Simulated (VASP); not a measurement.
A run of VASP 6.6.1:

The input INCAR:

```
SYSTEM = Co
ALGO = Normal
EDIFF = 1E-7
ENCUT = 520
GGA = PE
ISIF = 2
ISMEAR = 0
ISPIN = 2
LASPH = .TRUE.
LCHARG = .TRUE.
LELF = .TRUE.
LMAXMIX = 4
LORBIT = 11
LREAL = .FALSE.
LVHAR = .TRUE.
LWAVE = .FALSE.
MAGMOM = 1.5 1.5
NBANDS = 20
NELM = 150
PREC = Accurate
SIGMA = 0.05
```

Contents of KPOINTS:

```
k-points
0
G
  20 20 12
  0 0 0
```

File POSCAR:

```
Co
1.0
    2.4937131618      0.0000000000      0.0000000000
   -1.2468565809      2.1596189479      0.0000000000
    0.0000000000      0.0000000000      4.0300901758
Co
2
Direct
    0.3333333333      0.6666666667      0.2500000000
    0.6666666667      0.3333333333      0.7500000000
```

Potentials or basis: VASP PAW PBE potentials, release 64 (Co).

Run with:

```console
$ cat potpaw_PBE.64/Co/POTCAR > POTCAR
$ mpirun -np 1 vasp_std > vasp.out
```

Hardware: 1 thread of Intel Xeon 6975P-C, on a shared host.

Question: Estimate the wall time of this run.

Answer: Wall time 4.2 min on 1 thread of Intel Xeon 6975P-C, on a shared host, peak memory 0.29 GiB. Counts: scf iterations 16, k points 308.
